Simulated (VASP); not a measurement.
# PbO2 (I4/mmm) in VASP: a series of runs

The runs below take PbO2 through single point, with PBEsol.

Program: VASP 6.6.1. These are calculated values, not measurements. Logs are shortened: lines on timing, memory, paths and dates and some standing lists are left out, and cuts for length are marked.

## (1) The cell of the first run

The structure is tetragonal, space group I4/mmm (No. 139). The conventional cell has a = 3.783 Å, b = 3.783 Å, c = 5.404 Å, α = 90.00°, β = 90.00°, γ = 90.00°. Within 3.1 Å of Pb (site symmetry 4/mmm) lie 8 O at 2.32 Å. Within 3.1 Å of O (site symmetry -4m2) lie 4 Pb at 2.32 Å and 6 O at 2.67 to 2.70 Å.

## (2) Single point, PBEsol

INCAR reads:

```
SYSTEM = PbO2
ALGO     = Normal         ! electronic algorithm
EDIFF    = 1E-7           ! SCF threshold, eV
ENCUT    = 520            ! plane-wave cutoff, eV
GGA      = PS             ! functional
ISIF     = 2              ! what is computed and relaxed
ISMEAR   = -1             ! smearing method
LASPH    = .True.         ! aspherical terms in the spheres
LCHARG   = .False.        ! write CHGCAR
LREAL    = .False.        ! projectors in reciprocal space
LWAVE    = .False.        ! write WAVECAR
NBANDS   = 20             ! bands
NELM     = 60             ! most SCF steps
PREC     = Accurate       ! precision mode
SIGMA    = 0.05           ! smearing width, eV
```

KPOINTS reads:

```
k-points
0
Gamma
  7 7 7
  0 0 0
```

POSCAR reads:

```
PbO2
1.0
    0.0000000000      2.6749720800      2.7019920000
    2.6749720800      0.0000000000      2.7019920000
    2.6749720800      2.6749720800      0.0000000000
Pb O
1 2
Direct
    0.0000000000      0.0000000000      0.0000000000
    0.7500000000      0.7500000000      0.7500000000
    0.2500000000      0.2500000000      0.2500000000
```

Potentials or basis: VASP PAW PBE potentials, release 64 (Pb_d, O).

The run is started by

```
cat potpaw_PBE.64/Pb_d/POTCAR potpaw_PBE.64/O/POTCAR > POTCAR
mpirun -np 1 vasp_std > vasp.out
```

OUTCAR:

```text
SYSTEM = PbO2
   EDIFF = 1E-7
   ENCUT = 520
   GGA = PS
   ISIF = 2
   ISMEAR = -1
   LASPH = .True.
   LREAL = .False.
   NELM = 60
   PREC = Accurate

 ion  position               nearest neighbor table
   1  0.000  0.000  0.000-   2 2.32   2 2.32   3 2.32   3 2.32   3 2.32   3 2.32   2 2.32   2 2.32

   2  0.750  0.750  0.750-   1 2.32   1 2.32   1 2.32   1 2.32
   3  0.250  0.250  0.250-   1 2.32   1 2.32   1 2.32   1 2.32

  LATTYP: Found a body centered tetragonal cell.
 ALAT       =     3.7829817945
 C/A-ratio  =     1.4284985479

  Lattice vectors:

 A1 = (  -2.6749720800,   0.0000000000,   2.7019920000)
 A2 = (   2.6749720800,   0.0000000000,   2.7019920000)
 A3 = (   0.0000000000,   2.6749720800,  -2.7019920000)

Analysis of symmetry for initial positions (statically):
=====================================================================
 Subroutine PRICEL returns:
 Original cell was already a primitive cell.

 Routine SETGRP: Setting up the symmetry group for a
 body centered tetragonal supercell.

 Subroutine GETGRP returns: Found 16 space group operations
 (whereof 16 operations were pure point group operations)
 out of a pool of 16 trial point group operations.

The static configuration has the point symmetry D_4h.

Analysis of symmetry for dynamics (positions and initial velocities):
=====================================================================
 Subroutine PRICEL returns:
 Original cell was already a primitive cell.

 Routine SETGRP: Setting up the symmetry group for a
 body centered tetragonal supercell.

 Subroutine GETGRP returns: Found 16 space group operations
 (whereof 16 operations were pure point group operations)
 out of a pool of 16 trial point group operations.

The dynamic configuration has the point symmetry D_4h.

 Subroutine INISYM returns: Found 16 space group operations
 (whereof 16 operations are pure point group operations),
 and found     1 'primitive' translations

----------------------------------------------------------------------------------------

                                     Primitive cell

  volume of cell :      38.6681

  direct lattice vectors                    reciprocal lattice vectors
     0.000000000  2.674972080  2.701992000    -0.186917839  0.186917839  0.185048660
     2.674972080  0.000000000  2.701992000     0.186917839 -0.186917839  0.185048660
     2.674972080  2.674972080  0.000000000     0.186917839  0.186917839 -0.185048660

  length of vectors
     3.802135768  3.802135768  3.782981795     0.322675632  0.322675632  0.322675632

  position of ions in fractional coordinates (direct lattice)
     0.000000000  0.000000000  0.000000000
     0.750000000  0.750000000  0.750000000
     0.250000000  0.250000000  0.250000000

  ion indices of the primitive-cell ions
   primitive index   ion index
                 1           1
                 2           2
                 3           3

----------------------------------------------------------------------------------------

 KPOINTS: k-points

Automatic generation of k-mesh.
 Grid dimensions read from file:
 generate k-points for:    7    7    7

 Generating k-lattice:

  Cartesian coordinates                     Fractional coordinates (reciprocal lattice)
    -0.026702548  0.026702548  0.026435523     0.142857143  0.000000000  0.000000000
     0.026702548 -0.026702548  0.026435523     0.000000000  0.142857143  0.000000000
     0.026702548  0.026702548 -0.026435523     0.000000000  0.000000000  0.142857143

  Length of vectors
     0.046096519  0.046096519  0.046096519

  Shift w.r.t. Gamma in fractional coordinates (k-lattice)
     0.000000000  0.000000000  0.000000000

 Subroutine IBZKPT returns following result:
 ===========================================

 Found     40 irreducible k-points:

 Following reciprocal coordinates:
            Coordinates               Weight
  0.000000  0.000000  0.000000      1.000000
  0.142857 -0.000000  0.000000      8.000000
  0.285714 -0.000000  0.000000      8.000000
  0.428571 -0.000000  0.000000      8.000000
  0.142857  0.142857  0.000000      2.000000
  0.285714  0.142857  0.000000      8.000000
[... 16 lines left out ...]
  0.428571  0.285714  0.142857      8.000000
 -0.428571  0.285714  0.142857     16.000000
 [... further k-points ...]
   k-points           NKPTS =     40   k-points in BZ     NKDIM =     40   number of bands    NBANDS=     20
   number of dos      NEDOS =    301   number of ions     NIONS =      3
   total plane-waves  NPLWV =  21952
   dimension x,y,z NGX =    28 NGY =   28 NGZ =   28
   dimension x,y,z NGXF=    56 NGYF=   56 NGZF=   56
   ions per type =               1   2
   NGX,Y,Z   is equivalent  to a cutoff of  12.24, 12.24, 12.30 a.u.
   NGXF,Y,Z  is equivalent  to a cutoff of  24.49, 24.49, 24.61 a.u.
 SYSTEM =  PbO2
   PREC   = accura    normal or accurate (medium, high low for compatibility)
   ISTART =      0    job   : 0-new  1-cont  2-samecut
   ICHARG =      2    charge: 1-file 2-atom 10-const
   ISPIN  =      1    spin polarized calculation?
   LNONCOLLINEAR =      F non collinear calculations
   LSORBIT =      F    spin-orbit coupling
   LASPH  =      T    aspherical Exc in radial PAW
   ENCUT  =  520.0 eV  38.22 Ry    6.18 a.u.   7.07  7.07  7.03*2*pi/ulx,y,z
   NELM   =     60;   NELMIN=  2; NELMDL= -5     # of ELM steps
   EDIFF  = 0.1E-06   stopping-criterion for ELM
   LREAL  =      F    real-space projection
   EDIFFG = 0.1E-05   stopping-criterion for IOM
   NSW    =      0    number of steps for IOM
   IBRION =     -1    ionic relax: 0-MD 1-quasi-New 2-CG
   NFREE  =      0    steps in history (QN), initial steepest desc. (CG)
   ISIF   =      2    stress and relaxation
   ISYM   =      2    0-nonsym 1-usesym 2-fastsym
   POTIM  = 0.5000    time-step for ionic-motion
   TEBEG  =    0.0;   TEEND  =   0.0 temperature during run
   PSTRESS=    0.0 pullay stress
   NELECT =      26.0000    total number of electrons
   NUPDOWN=      -1.0000    fix difference up-down
   EMIN   =  10.00;   EMAX   =-10.00  energy-range for DOS
   EFERMI =   0.00;   METHOD = LEGACY
   ISMEAR =    -1;   SIGMA  =   0.05  broadening in eV -4-tet -1-fermi 0-gaus
   EFERMI_NEDOS =   21; number of points for ismear=-14 and -15
   IALGO  =     38    algorithm
   IMIX   =      4    mixing-type and parameters
     AMIX     =   0.40;   BMIX     =  1.00
     AMIX_MAG =   1.60;   BMIX_MAG =  1.00
  volume/ion in A,a.u.               =      12.89        86.98
  Fermi-wavevector in a.u.,A,eV,Ry     =   1.434218  2.710279 27.986920  2.056981
  Thomas-Fermi vector in A             =   2.553650
   LORBIT       =      0    0 simple, 1 ext, 2 COOP (PROOUT), +10 PAW based schemes
   GGA     = PS    functional components
   LHFCALC =     F    Hartree Fock is set to
   AEXX    =    0.0000 exact exchange contribution
   IVDW    =     0    specifies the selected vdW correction
   LEPSILON=     F    determine dielectric tensor
   LRPA    =     F    only Hartree local field effects (RPA)
 non-spin polarized calculation
  energy-cutoff  :      520.00
  volume of cell :       38.67
 maximum number of plane-waves:      1052
   NGX = 15   NGY = 15   NGZ = 13

 number of electron      26.0000001 magnetization

 Free energy of the ion-electron system (eV)
  ---------------------------------------------------
  ext. energy  EPLUGINS =         0.00000000
  ---------------------------------------------------
  free energy    TOTEN  =       -16.78308393 eV

  energy without entropy =      -16.77834911  energy(sigma->0) =      -16.78071652

 E-fermi :   5.7958     XC(G=0): -11.5295

 val. band max:        5.6761231425   @ k =  -0.2857   0.1429   0.4286
 cond. band min:       5.8324626759   @ k =   0.1429   0.1429   0.0000
 fundamental gap:      0.1563395334
 Fermi energy:         5.7958347334

 k-point     1 :       0.0000    0.0000    0.0000
  band No.  band energies     occupation
      1     -12.8831      2.00000
      2      -9.9169      2.00000
      3      -9.9053      2.00000
      4      -9.9053      2.00000
      5      -9.8699      2.00000
      6      -9.6425      2.00000
[... 12 lines left out ...]
     19      21.1337      0.00000
     20      21.3684      0.00000

 k-point     2 :       0.1429   -0.0000    0.0000
  band No.  band energies     occupation
      1     -12.7142      2.00000
      2     -10.6765      2.00000
      3      -9.8874      2.00000
      4      -9.8798      2.00000
      5      -9.6441      2.00000
      6      -9.6421      2.00000
[... 12 lines left out ...]
     19      20.9895      0.00000
     20      21.2064      0.00000

 k-point     3 :       0.2857   -0.0000    0.0000
  band No.  band energies     occupation
      1     -12.3494      2.00000
      2     -11.1675      2.00000
      3      -9.8456      2.00000
      4      -9.8382      2.00000
      5      -9.6307      2.00000
      6      -9.6261      2.00000
[... 12 lines left out ...]
     19      20.8037      0.00000
     20      20.9710      0.00000

 k-point     4 :       0.4286   -0.0000    0.0000
  band No.  band energies     occupation
      1     -12.2019      2.00000
      2     -11.1405      2.00000
      3      -9.8320      2.00000
      4      -9.8250      2.00000
      5      -9.5979      2.00000
      6      -9.5914      2.00000
[... 12 lines left out ...]
     19      20.7239      0.00000
     20      20.8193      0.00000

 k-point     5 :       0.1429    0.1429    0.0000
  band No.  band energies     occupation
      1     -12.6568      2.00000
      2     -10.8188      2.00000
      3      -9.8565      2.00000
      4      -9.8565      2.00000
      5      -9.6628      2.00000
      6      -9.6297      2.00000
[... 12 lines left out ...]
     19      20.8321      0.00000
     20      21.4355      0.00000

 k-point     6 :       0.2857    0.1429    0.0000
  band No.  band energies     occupation
      1     -12.3342      2.00000
      2     -11.2618      2.00000
      3      -9.8080      2.00000
      4      -9.7854      2.00000
      5      -9.6671      2.00000
      6      -9.6139      2.00000
[... 12 lines left out ...]
     19      21.4123      0.00000
     20      22.1579      0.00000

 k-point     7 :       0.4286    0.1429    0.0000
  band No.  band energies     occupation
      1     -12.1042      2.00000
      2     -11.3915      2.00000
      3      -9.7871      2.00000
      4      -9.7280      2.00000
      5      -9.5915      2.00000
      6      -9.5411      2.00000
[... 12 lines left out ...]
     19      21.2926      0.00000
     20      22.6806      0.00000
[... 277 lines left out ...]
 k-point    20 :      -0.4286    0.0000    0.1429
  band No.  band energies     occupation
      1     -12.1039      2.00000
      2     -11.3303      2.00000
      3      -9.7915      2.00000
      4      -9.7108      2.00000
      5      -9.5994      2.00000
      6      -9.3932      2.00000
[... 12 lines left out ...]
     19      20.8143      0.00000
     20      22.9584      0.00000

 k-point    21 :      -0.2857    0.0000    0.1429
  band No.  band energies     occupation
      1     -12.1483      2.00000
      2     -11.3956      2.00000
      3      -9.8047      2.00000
      4      -9.7200      2.00000
      5      -9.6462      2.00000
      6      -9.5196      2.00000
[... 12 lines left out ...]
     19      20.5835      0.00000
     20      22.8702      0.00000

 k-point    22 :      -0.1429    0.0000    0.1429
  band No.  band energies     occupation
      1     -12.4683      2.00000
      2     -11.0948      2.00000
      3      -9.8526      2.00000
      4      -9.7988      2.00000
      5      -9.6590      2.00000
      6      -9.6196      2.00000
[... 12 lines left out ...]
     19      20.7083      0.00000
     20      21.6059      0.00000

 k-point    23 :       0.4286    0.2857    0.1429
  band No.  band energies     occupation
      1     -12.0283      2.00000
      2     -11.5642      2.00000
      3      -9.7514      2.00000
      4      -9.7187      2.00000
      5      -9.6458      2.00000
      6      -9.5123      2.00000
[... 12 lines left out ...]
     19      21.3024      0.00000
     20      23.5009      0.00000

 k-point    24 :      -0.4286    0.2857    0.1429
  band No.  band energies     occupation
      1     -11.9360      2.00000
      2     -11.5953      2.00000
      3      -9.7221      2.00000
      4      -9.7078      2.00000
      5      -9.6156      2.00000
      6      -9.1578      2.00000
[... 12 lines left out ...]
     19      21.2246      0.00000
     20      23.5115      0.00000

 [... further k-points ...]
[... 5 lines left out ...]
  --------------------------------------------------------------------------------------
  -------------------------------------------------------------------------------------
  Total       -0.5227600     -0.5227600     -1.1454000      0.0000000      0.0000000      0.0000000
  in kB      -21.6600952    -21.6600952    -47.4586307      0.0000000      0.0000000      0.0000000
  external PRESSURE =     -30.2596070 kB  Pullay stress =       0.0000000 kB

 VOLUME and BASIS-vectors are now :
 -----------------------------------------------------------------------------
  energy-cutoff  :      520.00
  volume of cell :       38.67
      direct lattice vectors                 reciprocal lattice vectors
     0.000000000  2.674972080  2.701992000    -0.186917839  0.186917839  0.185048660
     2.674972080  0.000000000  2.701992000     0.186917839 -0.186917839  0.185048660
     2.674972080  2.674972080  0.000000000     0.186917839  0.186917839 -0.185048660

 POSITION                                       TOTAL-FORCE (eV/Angst)
 -----------------------------------------------------------------------------------
      0.00000      0.00000      0.00000        -0.000000      0.000000     -0.000000
      4.01246      4.01246      4.05299         0.000000     -0.000000      0.000000
      1.33749      1.33749      1.35100         0.000000     -0.000000     -0.000000
 -----------------------------------------------------------------------------------
    total drift:                                0.000000     -0.000000      0.000000

  FREE ENERGIE OF THE ION-ELECTRON SYSTEM (eV)
  ---------------------------------------------------
  free  energy   TOTEN  =       -16.7830839295 eV

  energy  without entropy=      -16.7783491149  energy(sigma->0) =      -16.78071652
```

It took 16 s on 1 thread of Intel Xeon 6975P-C, shared host; peak memory 0.17 GiB.

What came out:

```
Free energy            : -16.7831 eV
Pressure               : -3.0 GPa
Band gap on the k mesh : zero (band 13 reaches 5.68 eV, above the bottom of band 14 at 4.54 eV)
```

Caveat: the PAW data sets were made with another functional, which shifts forces and pressure a little; spin-orbit coupling is left out, which moves the levels of the heavy elements.

## (3) Single point, PBEsol

This run uses another cell than the first one, of 13.42 Å³/atom, 1.041 times its volume.

INCAR reads:

```
SYSTEM = PbO2
  ALGO = Normal
  EDIFF = 1E-7
  ENCUT = 520
  GGA = PS
  ISIF = 2
  ISMEAR = -1
  LASPH = .True.
  LCHARG = .False.
  LREAL = .False.
  LWAVE = .False.
  NBANDS = 20
  NELM = 60
  PREC = Accurate
  SIGMA = 0.05
```

KPOINTS is that of step 2.

POSCAR reads:

```
PbO2
1.0
    0.0000000000      2.7290119200      2.7019920000
    2.7290119200      0.0000000000      2.7019920000
    2.7290119200      2.7290119200      0.0000000000
Pb O
1 2
Direct
    0.0000000000      0.0000000000      0.0000000000
    0.7500000000      0.7500000000      0.7500000000
    0.2500000000      0.2500000000      0.2500000000
```

Potentials or basis: VASP PAW PBE potentials, release 64 (Pb_d, O).

The run is started by

```
cat potpaw_PBE.64/Pb_d/POTCAR potpaw_PBE.64/O/POTCAR > POTCAR
mpirun -np 1 vasp_std > vasp.out
```

It took 23 s on 1 thread of Intel Xeon 6975P-C, shared host; peak memory 0.18 GiB.

It converged, with:

```
Free energy            : -16.7312 eV
Pressure               : -7.8 GPa
Band gap on the k mesh : zero (band 13 reaches 5.17 eV, above the bottom of band 14 at 4.14 eV)
```

Stress tensor (GPa, compression positive):
```
-8.54  0.00  0.00
 0.00 -8.54  0.00
 0.00  0.00 -6.44
```

Levels at points of the mesh, in eV from the Fermi level:
| k point | band 9 | band 10 | band 11 | band 12 | band 13 | band 14 | band 15 | band 16 | band 17 | band 18 |
| --- | --- | --- | --- | --- | --- | --- | --- | --- | --- | --- |
| (0.00, 0.00, 0.00) | -1.99 | -1.95 | -1.95 | -1.23 | -1.23 | -1.10 | 6.74 | 6.79 | 6.79 | 11.39 |

Caveat: the PAW data sets were made with another functional, which shifts forces and pressure a little; spin-orbit coupling is left out, which moves the levels of the heavy elements.

[end of part 1 of 2]
